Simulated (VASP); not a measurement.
# Al (I4/mmm) in VASP: further runs

Al is run at these levels: PBE+D3(BJ); tasks: single point.

Everything below comes from runs of VASP 6.6.1. Logs are shortened: lines on timing, memory, paths and dates and some standing lists are left out, and cuts for length are marked.

### 1 The cell of the first run

It takes space group I4/mmm (No. 139, tetragonal). The conventional cell has a = 2.862 Å, b = 2.862 Å, c = 4.260 Å, α = 90.00°, β = 90.00°, γ = 90.00°. Al (site symmetry 4/mmm) has 12 Al at 2.86 to 2.94 Å within 3.8 Å.

### 2 Single point, PBE+D3(BJ) (strain +0.0525 x Voigt [0, 0, 1, 0, 0, 0])

File INCAR:

```
SYSTEM = Al
ALGO = Fast
EDIFF = 1E-7
ENCUT = 520
GGA = PE
ISIF = 2
ISMEAR = 0
IVDW = 12
LASPH = .TRUE.
LCHARG = .TRUE.
LELF = .TRUE.
LREAL = .FALSE.
LVHAR = .TRUE.
LWAVE = .FALSE.
NBANDS = 8
NELM = 80
PREC = Accurate
SIGMA = 0.15
```

File KPOINTS:

```
k-points
0
G
  20 20 20
  0 0 0
```

File POSCAR:

```
Al
1.0
    0.0000000000      2.0239800000      2.1302389500
    2.0239800000      0.0000000000      2.1302389500
    2.0239800000      2.0239800000      0.0000000000
Al
1
Direct
    0.0000000000      0.0000000000      0.0000000000
```

Potentials or basis: VASP PAW PBE potentials, release 64 (Al).

Run with:

```sh
cat potpaw_PBE.64/Al/POTCAR > POTCAR
mpirun -np 1 vasp_std > vasp.out
```

OUTCAR:

```text
SYSTEM = Al
   EDIFF = 1E-7
   ENCUT = 520
   GGA = PE
   ISIF = 2
   ISMEAR = 0
   IVDW = 12
   LASPH = .TRUE.
   LREAL = .FALSE.
   NELM = 80
   PREC = Accurate
 IVDW          = 12

 ion  position               nearest neighbor table
   1  0.000  0.000  0.000-

  LATTYP: Found a body centered tetragonal cell.
 ALAT       =     2.8623399660
 C/A-ratio  =     1.4884597744

  Lattice vectors:

 A1 = (  -2.0239800000,   0.0000000000,   2.1302389500)
 A2 = (   2.0239800000,   0.0000000000,   2.1302389500)
 A3 = (   0.0000000000,   2.0239800000,  -2.1302389500)

Analysis of symmetry for initial positions (statically):
=====================================================================
 Subroutine PRICEL returns:
 Original cell was already a primitive cell.

 Routine SETGRP: Setting up the symmetry group for a
 body centered tetragonal supercell.

 Subroutine GETGRP returns: Found 16 space group operations
 (whereof 16 operations were pure point group operations)
 out of a pool of 16 trial point group operations.

The static configuration has the point symmetry D_4h.

Analysis of symmetry for dynamics (positions and initial velocities):
=====================================================================
 Subroutine PRICEL returns:
 Original cell was already a primitive cell.

 Routine SETGRP: Setting up the symmetry group for a
 body centered tetragonal supercell.

 Subroutine GETGRP returns: Found 16 space group operations
 (whereof 16 operations were pure point group operations)
 out of a pool of 16 trial point group operations.

The dynamic configuration has the point symmetry D_4h.

 Subroutine INISYM returns: Found 16 space group operations
 (whereof 16 operations are pure point group operations),
 and found     1 'primitive' translations

----------------------------------------------------------------------------------------

                                     Primitive cell

  volume of cell :      17.4530

  direct lattice vectors                    reciprocal lattice vectors
     0.000000000  2.023980000  2.130238950    -0.247038014  0.247038014  0.234715453
     2.023980000  0.000000000  2.130238950     0.247038014 -0.247038014  0.234715453
     2.023980000  2.023980000  0.000000000     0.247038014  0.247038014 -0.234715453

  length of vectors
     2.938437174  2.938437174  2.862339966     0.420888233  0.420888233  0.420888233

  position of ions in fractional coordinates (direct lattice)
     0.000000000  0.000000000  0.000000000

  ion indices of the primitive-cell ions
   primitive index   ion index
                 1           1

----------------------------------------------------------------------------------------

 KPOINTS: k-points

Automatic generation of k-mesh.
 Grid dimensions read from file:
 generate k-points for:   20   20   20

 Generating k-lattice:

  Cartesian coordinates                     Fractional coordinates (reciprocal lattice)
    -0.012351901  0.012351901  0.011735773     0.050000000  0.000000000  0.000000000
     0.012351901 -0.012351901  0.011735773     0.000000000  0.050000000  0.000000000
     0.012351901  0.012351901 -0.011735773     0.000000000  0.000000000  0.050000000

  Length of vectors
     0.021044412  0.021044412  0.021044412

  Shift w.r.t. Gamma in fractional coordinates (k-lattice)
     0.000000000  0.000000000  0.000000000

 Subroutine IBZKPT returns following result:
 ===========================================

 Found    641 irreducible k-points:

 Following reciprocal coordinates:
            Coordinates               Weight
  0.000000  0.000000  0.000000      1.000000
  0.050000  0.000000  0.000000      8.000000
  0.100000  0.000000  0.000000      8.000000
  0.150000  0.000000  0.000000      8.000000
  0.200000  0.000000  0.000000      8.000000
  0.250000  0.000000  0.000000      8.000000
[... 16 lines left out ...]
 -0.400000  0.050000  0.000000      8.000000
 -0.350000  0.050000  0.000000      8.000000
 [... further k-points ...]
   k-points           NKPTS =    641   k-points in BZ     NKDIM =    641   number of bands    NBANDS=      8
   number of dos      NEDOS =    301   number of ions     NIONS =      1
   total plane-waves  NPLWV =  13824
   dimension x,y,z NGX =    24 NGY =   24 NGZ =   24
   dimension x,y,z NGXF=    48 NGYF=   48 NGZF=   48
   ions per type =               1
   NGX,Y,Z   is equivalent  to a cutoff of  13.58, 13.58, 13.94 a.u.
   NGXF,Y,Z  is equivalent  to a cutoff of  27.16, 27.16, 27.88 a.u.
 SYSTEM =  Al
   PREC   = accura    normal or accurate (medium, high low for compatibility)
   ISTART =      0    job   : 0-new  1-cont  2-samecut
   ICHARG =      2    charge: 1-file 2-atom 10-const
   ISPIN  =      1    spin polarized calculation?
   LNONCOLLINEAR =      F non collinear calculations
   LSORBIT =      F    spin-orbit coupling
   LASPH  =      T    aspherical Exc in radial PAW
   ENCUT  =  520.0 eV  38.22 Ry    6.18 a.u.   5.46  5.46  5.32*2*pi/ulx,y,z
   NELM   =     80;   NELMIN=  2; NELMDL= -5     # of ELM steps
   EDIFF  = 0.1E-06   stopping-criterion for ELM
   LREAL  =      F    real-space projection
   EDIFFG = 0.1E-05   stopping-criterion for IOM
   NSW    =      0    number of steps for IOM
   IBRION =     -1    ionic relax: 0-MD 1-quasi-New 2-CG
   NFREE  =      0    steps in history (QN), initial steepest desc. (CG)
   ISIF   =      2    stress and relaxation
   ISYM   =      2    0-nonsym 1-usesym 2-fastsym
   POTIM  = 0.5000    time-step for ionic-motion
   TEBEG  =    0.0;   TEEND  =   0.0 temperature during run
   PSTRESS=    0.0 pullay stress
   NELECT =       3.0000    total number of electrons
   NUPDOWN=      -1.0000    fix difference up-down
   EMIN   =  10.00;   EMAX   =-10.00  energy-range for DOS
   EFERMI =   0.00;   METHOD = LEGACY
   ISMEAR =     0;   SIGMA  =   0.15  broadening in eV -4-tet -1-fermi 0-gaus
   EFERMI_NEDOS =   21; number of points for ismear=-14 and -15
   IALGO  =     68    algorithm
   IMIX   =      4    mixing-type and parameters
     AMIX     =   0.40;   BMIX     =  1.00
     AMIX_MAG =   1.60;   BMIX_MAG =  1.00
  volume/ion in A,a.u.               =      17.45       117.78
  Fermi-wavevector in a.u.,A,eV,Ry     =   0.910245  1.720114 11.273054  0.828546
  Thomas-Fermi vector in A             =   2.034385
   LORBIT       =      0    0 simple, 1 ext, 2 COOP (PROOUT), +10 PAW based schemes
   GGA     = PE    functional components
   LHFCALC =     F    Hartree Fock is set to
   AEXX    =    0.0000 exact exchange contribution
   IVDW    =    12    specifies the selected vdW correction
   LEPSILON=     F    determine dielectric tensor
   LRPA    =     F    only Hartree local field effects (RPA)
 non-spin polarized calculation
 RMM-DIIS sequential band-by-band and
 Gauss-broadening in eV      SIGMA  =   0.15
  energy-cutoff  :      520.00
  volume of cell :       17.45
 maximum number of plane-waves:       491
 NGX is ok and might be reduce to    24
   NGX = 11   NGY = 11   NGZ = 11

 number of electron       3.0000000 magnetization

 Free energy of the ion-electron system (eV)
  ---------------------------------------------------
  ext. energy  EPLUGINS =         0.00000000
  ---------------------------------------------------
  free energy    TOTEN  =        -3.73176705 eV

  energy without entropy =       -3.72681918  energy(sigma->0) =       -3.72929311

 E-fermi :   7.4340     XC(G=0):  -9.9951

 val. band max:        7.4320362383   @ k =  -0.3000   0.1000   0.0500
 cond. band min:       7.4377255165   @ k =  -0.2000   0.3500   0.3000
 fundamental gap:      0.0056892782
 Fermi energy:         7.4339885171

 k-point     1 :       0.0000    0.0000    0.0000
  band No.  band energies     occupation
      1      -3.3255      2.00000
      2      19.4022      0.00000
      3      19.9544      0.00000
      4      19.9544      0.00000
      5      20.7867      0.00000
      6      20.7867      0.00000
      7      20.9112      0.00000
      8      23.5304      0.00000

 k-point     2 :       0.0500    0.0000    0.0000
  band No.  band energies     occupation
      1      -3.2600      2.00000
      2      18.3689      0.00000
      3      19.3130      0.00000
      4      19.6211      0.00000
      5      21.2248      0.00000
      6      21.2392      0.00000
      7      21.4873      0.00000
      8      24.2109      0.00000

 k-point     3 :       0.1000    0.0000    0.0000
  band No.  band energies     occupation
      1      -3.0635      2.00000
      2      16.4681      0.00000
      3      18.7574      0.00000
      4      19.1516      0.00000
      5      21.6243      0.00000
      6      21.9779      0.00000
      7      21.9996      0.00000
      8      23.9495      0.00000

 k-point     4 :       0.1500    0.0000    0.0000
  band No.  band energies     occupation
      1      -2.7365      2.00000
      2      14.5126      0.00000
      3      18.2701      0.00000
      4      18.7583      0.00000
      5      21.5417      0.00000
      6      22.1677      0.00000
      7      22.8352      0.00000
      8      23.7992      0.00000

 k-point     5 :       0.2000    0.0000    0.0000
  band No.  band energies     occupation
      1      -2.2801      2.00000
      2      12.6019      0.00000
      3      17.8752      0.00000
      4      18.4666      0.00000
      5      21.4086      0.00000
      6      21.4805      0.00000
      7      23.1661      0.00000
      8      24.6157      0.00000

 k-point     6 :       0.2500    0.0000    0.0000
  band No.  band energies     occupation
      1      -1.6952      2.00000
      2      10.7672      0.00000
      3      17.5818      0.00000
      4      18.2825      0.00000
      5      20.6583      0.00000
      6      21.3110      0.00000
      7      22.4557      0.00000
      8      25.4942      0.00000

 k-point     7 :       0.3000    0.0000    0.0000
  band No.  band energies     occupation
      1      -0.9834      2.00000
      2       9.0234      0.00000
      3      17.3932      0.00000
      4      18.2077      0.00000
      5      19.8901      0.00000
      6      21.2869      0.00000
      7      21.6028      0.00000
      8      24.9363      0.00000
[... 133 lines left out ...]
 k-point    20 :       0.4500    0.0500    0.0000
  band No.  band energies     occupation
      1       1.5270      2.00000
      2       4.9907      2.00000
      3      16.6256      0.00000
      4      17.6208      0.00000
      5      18.3852      0.00000
      6      20.7490      0.00000
      7      21.8452      0.00000
      8      23.7605      0.00000

 k-point    21 :       0.5000    0.0500    0.0000
  band No.  band energies     occupation
      1       2.6811      2.00000
      2       3.6335      2.00000
      3      16.2370      0.00000
      4      17.9463      0.00000
      5      18.6513      0.00000
      6      20.2332      0.00000
      7      22.1288      0.00000
      8      23.2071      0.00000

 k-point    22 :      -0.4500    0.0500    0.0000
  band No.  band energies     occupation
      1       2.3878      2.00000
      2       3.9554      2.00000
      3      15.9594      0.00000
      4      18.3780      0.00000
      5      19.0264      0.00000
      6      19.8318      0.00000
      7      22.4333      0.00000
      8      22.8549      0.00000

 k-point    23 :      -0.4000    0.0500    0.0000
  band No.  band energies     occupation
      1       1.2625      2.00000
      2       5.3412      2.00000
      3      15.7947      0.00000
      4      18.8935      0.00000
      5      19.5072      0.00000
      6      19.5678      0.00000
      7      22.2972      0.00000
      8      23.1647      0.00000

 k-point    24 :      -0.3500    0.0500    0.0000
  band No.  band energies     occupation
      1       0.2568      2.00000
      2       6.8383      2.00000
      3      15.7434      0.00000
      4      19.2128      0.00000
      5      19.7193      0.00000
      6      20.0897      0.00000
      7      22.0775      0.00000
      8      23.7700      0.00000

 [... further k-points ...]

------------------------ aborting loop because EDIFF is reached ----------------------------------------

 Edisp (eV)   -0.31727

 E8    (eV) :    -0.1418

  FORCE on cell =-STRESS in cart. coord.  units (eV):
  Direction    XX          YY          ZZ          XY          YZ          ZX
  --------------------------------------------------------------------------------------
  -------------------------------------------------------------------------------------
  Total      -0.66768    -0.66768    -0.88132     0.00000     0.00000     0.00000
  in kB     -61.29253   -61.29253   -80.90497     0.00000     0.00000     0.00000
  external pressure =      -67.83 kB  Pullay stress =        0.00 kB

 VOLUME and BASIS-vectors are now :
 -----------------------------------------------------------------------------
  energy-cutoff  :      520.00
  volume of cell :       17.45
      direct lattice vectors                 reciprocal lattice vectors
     0.000000000  2.023980000  2.130238950    -0.247038014  0.247038014  0.234715453
     2.023980000  0.000000000  2.130238950     0.247038014 -0.247038014  0.234715453
     2.023980000  2.023980000  0.000000000     0.247038014  0.247038014 -0.234715453

 POSITION                                       TOTAL-FORCE (eV/Angst)
 -----------------------------------------------------------------------------------
      0.00000      0.00000      0.00000         0.000000      0.000000      0.000000
 -----------------------------------------------------------------------------------
    total drift:                               -0.000000     -0.000000      0.000000

  FREE ENERGIE OF THE ION-ELECTRON SYSTEM (eV)
  ---------------------------------------------------
  free  energy   TOTEN  =        -4.0490399650 eV

  energy  without entropy=       -4.0440920900  energy(sigma->0) =       -4.04656603
```

Run time: 74 s. Hardware: 1 thread of Intel Xeon 6975P-C, shared host; peak memory 0.21 GiB.

What came out:

```
Free energy                : -4.0490 eV
Pressure                   : -6.8 GPa
Dispersion energy per atom : -0.317 eV
```

Stress tensor (GPa, compression positive):
```
-6.13  0.00  0.00
 0.00 -6.13  0.00
 0.00  0.00 -8.09
```

Levels at points of the mesh, in eV from the Fermi level:
```
           k point  band 1  band 2  band 3  band 4
(0.00, 0.00, 0.00)  -10.76   11.97   12.52   12.52
(0.50, 0.00, 0.00)   -4.37   -4.30   10.10   10.56
(0.50, 0.50, 0.00)   -3.24   -2.29    5.62    5.94
(0.50, 0.00, 0.50)   -2.56   -1.26    4.87    5.08
```

Caveat: the cell differs from its parent crystal (strain +0.0525 x Voigt [0, 0, 1, 0, 0, 0]); pairwise dispersion overbinds metals, which lowers pressure and volume.

(Part 1 of 2 ends here.)
